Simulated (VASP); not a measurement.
A run of VASP 6.6.1 is set up as follows.

INCAR

```
PREC     = Accurate       # precision mode
ENCUT    = 520            # plane-wave cutoff, eV
EDIFF    = 1E-7           # SCF threshold, eV
ISMEAR   = 0              # smearing method
SIGMA    = 0.02           # smearing width, eV
LREAL    = F              # projectors in reciprocal space
LASPH    = T              # aspherical terms in the spheres
NELM     = 60             # most SCF steps
ALGO     = Normal         # electronic algorithm
ISIF     = 2              # what is computed and relaxed
LWAVE    = F              # write WAVECAR
LCHARG   = F              # write CHGCAR
GGA      = PE             # functional
NBANDS   = 55             # bands
```

File KPOINTS:

```
Automatic mesh
0
Gamma
  6 6 6
```

File POSCAR:

```
Ga2O3
1.0
    2.5289880807      1.4601119492      4.5413366309
   -2.5289880807      1.4601119492      4.5413366309
    0.0000000000     -2.9202238983      4.5413366309
Ga O
4 6
Direct
    0.8558433138      0.8558433138      0.8558433138
    0.6441566862      0.6441566862      0.6441566862
    0.1441566862      0.1441566862      0.1441566862
    0.3558433138      0.3558433138      0.3558433138
    0.0530947930      0.4469052070      0.7500000000
    0.7500000000      0.0530947930      0.4469052070
    0.4469052070      0.7500000000      0.0530947930
    0.9469052070      0.5530947930      0.2500000000
    0.2500000000      0.9469052070      0.5530947930
    0.5530947930      0.2500000000      0.9469052070
```

Potentials or basis: VASP PAW PBE potentials, release 64 (Ga_d, O).

The run is started by

```sh
$ cat potpaw_PBE.64/Ga_d/POTCAR potpaw_PBE.64/O/POTCAR > POTCAR
$ mpirun -np 1 vasp_std > vasp.out
```

**Question.** Estimate the largest force.

**Answer.** 0.011 eV/Å.

**Question.** What does it give for the pressure?

**Answer.** 0.9 GPa.

Forces on the atoms (eV/Å):
```
Ga   0.000  0.000  0.011
Ga   0.000  0.000 -0.011
Ga   0.000  0.000 -0.011
Ga   0.000  0.000  0.011
O    0.002  0.000  0.000
O   -0.001  0.001  0.000
O   -0.001 -0.001  0.000
O   -0.002  0.000  0.000
O    0.001 -0.001  0.000
O    0.001  0.001  0.000
```
